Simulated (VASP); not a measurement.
# Mg (P6/mmm) in VASP: further runs

The runs below take Mg through single point, with PBE.

All numbers are computed with VASP 6.6.1; they aren't measurements. Logs are shortened: lines on timing, memory, paths and dates and some standing lists are left out, and cuts for length are marked.

**1. The cell of the first run**

The structure is hexagonal, space group P6/mmm (No. 191). The conventional cell has a = 4.966 Å, b = 4.966 Å, c = 3.011 Å, α = 90.00°, β = 90.00°, γ = 120.00°. Mg (site symmetry 6/mmm) has 14 Mg at 3.01 to 3.24 Å within 4.0 Å. Within 3.8 Å of Mg (site symmetry -6m2) lie 11 Mg at 2.87 to 3.24 Å.

**2. Single point, PBE (volume scaled by 0.92)**

File INCAR:

```
PREC = Accurate
ENCUT = 520
EDIFF = 1E-6
ISMEAR = -1
SIGMA = 0.1
LREAL = False
LASPH = True
NELM = 80
ALGO = Normal
ISIF = 2
LWAVE = False
LCHARG = False
GGA = PE
NBANDS = 10
```

File KPOINTS:

```
Automatic mesh
0
Gamma
  8 8 11
```

File POSCAR:

```
Mg
1.0
    4.9658115782      0.0000000000      0.0000000000
   -2.4829057891      4.3005189771      0.0000000000
    0.0000000000      0.0000000000      3.0110083853
Mg
3
Direct
    0.0000000000      0.0000000000      0.0000000000
    0.3333333333      0.6666666667      0.5000000000
    0.6666666667      0.3333333333      0.5000000000
```

Potentials or basis: VASP PAW PBE potentials, release 64 (Mg).

Started as:

```
$ cat potpaw_PBE.64/Mg/POTCAR > POTCAR
$ mpirun -np 1 vasp_std > vasp.out
```

OUTCAR:

```text
PREC = Accurate
   ENCUT = 520
   EDIFF = 1E-6
   ISMEAR = -1
   LREAL = False
   LASPH = True
   NELM = 80
   ISIF = 2
   GGA = PE

 ion  position               nearest neighbor table
   1  0.000  0.000  0.000-   2 3.24   3 3.24   2 3.24   3 3.24   2 3.24   2 3.24   3 3.24   3 3.24
                             3 3.24   3 3.24   2 3.24   2 3.24
   2  0.333  0.667  0.500-   3 2.87   3 2.87   3 2.87   1 3.24   1 3.24   1 3.24   1 3.24   1 3.24
                             1 3.24
   3  0.667  0.333  0.500-   2 2.87   2 2.87   2 2.87   1 3.24   1 3.24   1 3.24   1 3.24   1 3.24
                             1 3.24

  LATTYP: Found a hexagonal cell.
 ALAT       =     4.9658115782
 C/A-ratio  =     0.6063476912

  Lattice vectors:

 A1 = (   4.9658115782,   0.0000000000,   0.0000000000)
 A2 = (  -2.4829057891,   4.3005189771,   0.0000000000)
 A3 = (   0.0000000000,   0.0000000000,   3.0110083853)

Analysis of symmetry for initial positions (statically):
=====================================================================
 Subroutine PRICEL returns:
 Original cell was already a primitive cell.

 Routine SETGRP: Setting up the symmetry group for a
 hexagonal supercell.

 Subroutine GETGRP returns: Found 24 space group operations
 (whereof 24 operations were pure point group operations)
 out of a pool of 24 trial point group operations.

The static configuration has the point symmetry D_6h.

Analysis of symmetry for dynamics (positions and initial velocities):
=====================================================================
 Subroutine PRICEL returns:
 Original cell was already a primitive cell.

 Routine SETGRP: Setting up the symmetry group for a
 hexagonal supercell.

 Subroutine GETGRP returns: Found 24 space group operations
 (whereof 24 operations were pure point group operations)
 out of a pool of 24 trial point group operations.

The dynamic configuration has the point symmetry D_6h.

 Subroutine INISYM returns: Found 24 space group operations
 (whereof 24 operations are pure point group operations),
 and found     1 'primitive' translations

----------------------------------------------------------------------------------------

                                     Primitive cell

  volume of cell :      64.3018

  direct lattice vectors                    reciprocal lattice vectors
     4.965811578  0.000000000  0.000000000     0.201376952  0.116265037  0.000000000
    -2.482905789  4.300518977  0.000000000     0.000000000  0.232530075  0.000000000
     0.000000000  0.000000000  3.011008385     0.000000000  0.000000000  0.332114651

  length of vectors
     4.965811578  4.965811578  3.011008385     0.232530075  0.232530075  0.332114651

  position of ions in fractional coordinates (direct lattice)
     0.000000000  0.000000000  0.000000000
     0.333333333  0.666666667  0.500000000
     0.666666667  0.333333333  0.500000000

  ion indices of the primitive-cell ions
   primitive index   ion index
                 1           1
                 2           2
                 3           3

----------------------------------------------------------------------------------------

 KPOINTS: Automatic mesh

Automatic generation of k-mesh.
 Grid dimensions read from file:
 generate k-points for:    8    8   11

 Generating k-lattice:

  Cartesian coordinates                     Fractional coordinates (reciprocal lattice)
     0.025172119  0.014533130  0.000000000     0.125000000  0.000000000  0.000000000
     0.000000000  0.029066259  0.000000000     0.000000000  0.125000000  0.000000000
     0.000000000  0.000000000  0.030192241     0.000000000  0.000000000  0.090909091

  Length of vectors
     0.029066259  0.029066259  0.030192241

  Shift w.r.t. Gamma in fractional coordinates (k-lattice)
     0.000000000  0.000000000  0.000000000

 Subroutine IBZKPT returns following result:
 ===========================================

 Found     60 irreducible k-points:

 Following reciprocal coordinates:
            Coordinates               Weight
  0.000000  0.000000  0.000000      1.000000
  0.125000  0.000000  0.000000      6.000000
  0.250000  0.000000  0.000000      6.000000
  0.375000  0.000000  0.000000      6.000000
  0.500000  0.000000  0.000000      3.000000
  0.125000  0.125000  0.000000      6.000000
[... 16 lines left out ...]
  0.250000  0.000000  0.181818     12.000000
  0.375000  0.000000  0.181818     12.000000
 [... further k-points ...]
   k-points           NKPTS =     60   k-points in BZ     NKDIM =     60   number of bands    NBANDS=     10
   number of dos      NEDOS =    301   number of ions     NIONS =      3
   total plane-waves  NPLWV =  38400
   dimension x,y,z NGX =    40 NGY =   40 NGZ =   24
   dimension x,y,z NGXF=    80 NGYF=   80 NGZF=   48
   ions per type =               3
   NGX,Y,Z   is equivalent  to a cutoff of  13.39, 13.39, 13.25 a.u.
   NGXF,Y,Z  is equivalent  to a cutoff of  26.78, 26.78, 26.50 a.u.
 SYSTEM =  unknown system
   PREC   = accura    normal or accurate (medium, high low for compatibility)
   ISTART =      0    job   : 0-new  1-cont  2-samecut
   ICHARG =      2    charge: 1-file 2-atom 10-const
   ISPIN  =      1    spin polarized calculation?
   LNONCOLLINEAR =      F non collinear calculations
   LSORBIT =      F    spin-orbit coupling
   LASPH  =      T    aspherical Exc in radial PAW
   ENCUT  =  520.0 eV  38.22 Ry    6.18 a.u.   9.23  9.23  5.60*2*pi/ulx,y,z
   NELM   =     80;   NELMIN=  2; NELMDL= -5     # of ELM steps
   EDIFF  = 0.1E-05   stopping-criterion for ELM
   LREAL  =      F    real-space projection
   EDIFFG = 0.1E-04   stopping-criterion for IOM
   NSW    =      0    number of steps for IOM
   IBRION =     -1    ionic relax: 0-MD 1-quasi-New 2-CG
   NFREE  =      0    steps in history (QN), initial steepest desc. (CG)
   ISIF   =      2    stress and relaxation
   ISYM   =      2    0-nonsym 1-usesym 2-fastsym
   POTIM  = 0.5000    time-step for ionic-motion
   TEBEG  =    0.0;   TEEND  =   0.0 temperature during run
   PSTRESS=    0.0 pullay stress
   NELECT =       6.0000    total number of electrons
   NUPDOWN=      -1.0000    fix difference up-down
   EMIN   =  10.00;   EMAX   =-10.00  energy-range for DOS
   EFERMI =   0.00;   METHOD = LEGACY
   ISMEAR =    -1;   SIGMA  =   0.10  broadening in eV -4-tet -1-fermi 0-gaus
   EFERMI_NEDOS =   21; number of points for ismear=-14 and -15
   IALGO  =     38    algorithm
   IMIX   =      4    mixing-type and parameters
     AMIX     =   0.40;   BMIX     =  1.00
     AMIX_MAG =   1.60;   BMIX_MAG =  1.00
  volume/ion in A,a.u.               =      21.43       144.64
  Fermi-wavevector in a.u.,A,eV,Ry     =   0.742536  1.403190  7.501706  0.551360
  Thomas-Fermi vector in A             =   1.837438
   LORBIT       =      0    0 simple, 1 ext, 2 COOP (PROOUT), +10 PAW based schemes
   GGA     = PE    functional components
   LHFCALC =     F    Hartree Fock is set to
   AEXX    =    0.0000 exact exchange contribution
   IVDW    =     0    specifies the selected vdW correction
   LEPSILON=     F    determine dielectric tensor
   LRPA    =     F    only Hartree local field effects (RPA)
 non-spin polarized calculation
  energy-cutoff  :      520.00
  volume of cell :       64.30
 maximum number of plane-waves:      1750
 NGX is ok and might be reduce to    40
   NGX = 19   NGY = 19   NGZ = 11

 number of electron       6.0000000 magnetization

 Free energy of the ion-electron system (eV)
  ---------------------------------------------------
  ext. energy  EPLUGINS =         0.00000000
  ---------------------------------------------------
  free energy    TOTEN  =        -4.32442779 eV

  energy without entropy =       -4.28633407  energy(sigma->0) =       -4.30538093

 E-fermi :   3.0380     XC(G=0):  -8.7058

 val. band max:        2.9722438807   @ k =   0.2500   0.0000   0.2727
 cond. band min:       3.0565652239   @ k =   0.3750   0.1250   0.4545
 fundamental gap:      0.0843213432
 Fermi energy:         3.0379648719

 k-point     1 :       0.0000    0.0000    0.0000
  band No.  band energies     occupation
      1      -4.2298      2.00000
      2       3.2129      0.29626
      3       3.2129      0.29626
      4       3.2627      0.19119
      5       3.2627      0.19119
      6       4.5415      0.00000
      7       4.6290      0.00000
      8      11.4442      0.00000
      9      11.8737      0.00000
     10      16.8755      0.00000

 k-point     2 :       0.1250    0.0000    0.0000
  band No.  band energies     occupation
      1      -4.1023      2.00000
      2       1.7749      1.99999
      3       2.4281      1.99552
      4       3.1041      0.68079
      5       4.2814      0.00001
      6       5.3353      0.00000
      7       5.8590      0.00000
      8      11.5474      0.00000
      9      11.9647      0.00000
     10      15.3232      0.00000

 k-point     3 :       0.2500    0.0000    0.0000
  band No.  band energies     occupation
      1      -3.7208      2.00000
      2       0.2429      2.00000
      3       1.8515      1.99999
      4       2.5549      1.98417
      5       5.5600      0.00000
      6       6.5799      0.00000
      7       7.9644      0.00000
      8      11.8573      0.00000
      9      12.1245      0.00000
     10      13.0027      0.00000
[... 248 lines left out ...]
 k-point    23 :       0.2500    0.0000    0.1818
  band No.  band energies     occupation
      1      -3.1752      2.00000
      2       0.7629      2.00000
      3       2.3495      1.99796
      4       3.0673      0.85450
      5       6.0616      0.00000
      6       6.4701      0.00000
      7       7.5229      0.00000
      8       8.6749      0.00000
      9      10.7902      0.00000
     10      12.0516      0.00000

 k-point    24 :       0.3750    0.0000    0.1818
  band No.  band energies     occupation
      1      -2.5467      2.00000
      2      -0.5669      2.00000
      3       2.0035      1.99994
      4       2.7185      1.92124
      5       7.2977      0.00000
      6       7.5760      0.00000
      7       8.6336      0.00000
      8       9.4128      0.00000
      9      11.0981      0.00000
     10      11.2487      0.00000

 [... further k-points ...]

------------------------ aborting loop because EDIFF is reached ----------------------------------------

  FORCE on cell =-STRESS in cart. coord.  units (eV):
  Direction    XX          YY          ZZ          XY          YZ          ZX
  --------------------------------------------------------------------------------------
  -------------------------------------------------------------------------------------
  Total        1.2602399      1.2602399      1.3217509      0.0000000      0.0000000      0.0000000
  in kB       31.4008024     31.4008024     32.9334421      0.0000000      0.0000000      0.0000000
  external PRESSURE =      31.9116823 kB  Pullay stress =       0.0000000 kB

 VOLUME and BASIS-vectors are now :
 -----------------------------------------------------------------------------
  energy-cutoff  :      520.00
  volume of cell :       64.30
      direct lattice vectors                 reciprocal lattice vectors
     4.965811578  0.000000000  0.000000000     0.201376952  0.116265037  0.000000000
    -2.482905789  4.300518977  0.000000000     0.000000000  0.232530075  0.000000000
     0.000000000  0.000000000  3.011008385     0.000000000  0.000000000  0.332114651

 POSITION                                       TOTAL-FORCE (eV/Angst)
 -----------------------------------------------------------------------------------
      0.00000      0.00000      0.00000         0.000000      0.000000      0.000000
     -0.00000      2.86701      1.50550         0.000000     -0.000000      0.000000
      2.48291      1.43351      1.50550        -0.000000      0.000000      0.000000
 -----------------------------------------------------------------------------------
    total drift:                                0.000000     -0.000000     -0.000000

  FREE ENERGIE OF THE ION-ELECTRON SYSTEM (eV)
  ---------------------------------------------------
  free  energy   TOTEN  =        -4.3244277946 eV

  energy  without entropy=       -4.2863340685  energy(sigma->0) =       -4.30538093
```

It took 20 s on 1 thread of Intel Xeon 6975P-C (Granite Rapids), shared host; peak memory 0.19 GiB.

What came out:

| Property | Result |
| --- | --- |
| Free energy | -4.3244 eV |
| Pressure | 3.2 GPa |
| Band gap on the k mesh | zero (band 3 reaches 6.31 eV, above the bottom of band 4 at 2.07 eV) |

Stress tensor (GPa, compression positive):
```
3.14 0.00 0.00
0.00 3.14 0.00
0.00 0.00 3.29
```

Levels at points of the mesh, in eV from the Fermi level:
```tsv
k point	band 1	band 2	band 3	band 4	band 5	band 6
(0.00, 0.00, 0.00)	-7.27	0.17	0.17	0.22	0.22	1.50
(0.50, 0.00, 0.00)	-5.25	-5.25	-1.65	-0.96	5.73	5.85
```

**3. Single point, PBE (volume scaled by 0.96)**

File INCAR:

```
  ALGO = Normal
  EDIFF = 1E-6
  ENCUT = 520
  GGA = PE
  ISIF = 2
  ISMEAR = -1
  LASPH = True
  LCHARG = False
  LREAL = False
  LWAVE = False
  NBANDS = 10
  NELM = 60
  PREC = Accurate
  SIGMA = 0.1
```

File KPOINTS:

```
k-points
0
Gamma
  8 8 11
```

File POSCAR:

```
Mg
1.0
    5.0367613293      0.0000000000      0.0000000000
   -2.5183806646      4.3619632640      0.0000000000
    0.0000000000      0.0000000000      3.0540286031
Mg
3
Direct
    0.0000000000      0.0000000000      0.0000000000
    0.3333333333      0.6666666667      0.5000000000
    0.6666666667      0.3333333333      0.5000000000
```

Potentials or basis: VASP PAW PBE potentials, release 64 (Mg).

Started as:

```
$ cat potpaw_PBE.64/Mg/POTCAR > POTCAR
$ mpirun -np 1 vasp_std > vasp.out
```

It took 22 s on 1 thread of Intel Xeon 6975P-C (Granite Rapids), shared host; peak memory 0.19 GiB.

It converged, with:

```yaml
Free_energy: -4.3635 eV
Pressure: 1.3 GPa
Band_gap_on_the_k_mesh: zero (band 3 reaches 6.00 eV, above the bottom of band 4 at 1.83 eV)
```

Stress tensor (GPa, compression positive):
```
1.26 0.00 0.00
0.00 1.26 0.00
0.00 0.00 1.52
```

Levels at points of the mesh, in eV from the Fermi level:
| k point | band 1 | band 2 | band 3 | band 4 | band 5 | band 6 |
| --- | --- | --- | --- | --- | --- | --- |
| (0.00, 0.00, 0.00) | -7.08 | 0.20 | 0.20 | 0.25 | 0.25 | 1.39 |
| (0.50, 0.00, 0.00) | -5.12 | -5.11 | -1.58 | -0.97 | 5.62 | 5.73 |

[end of part 1 of 2]
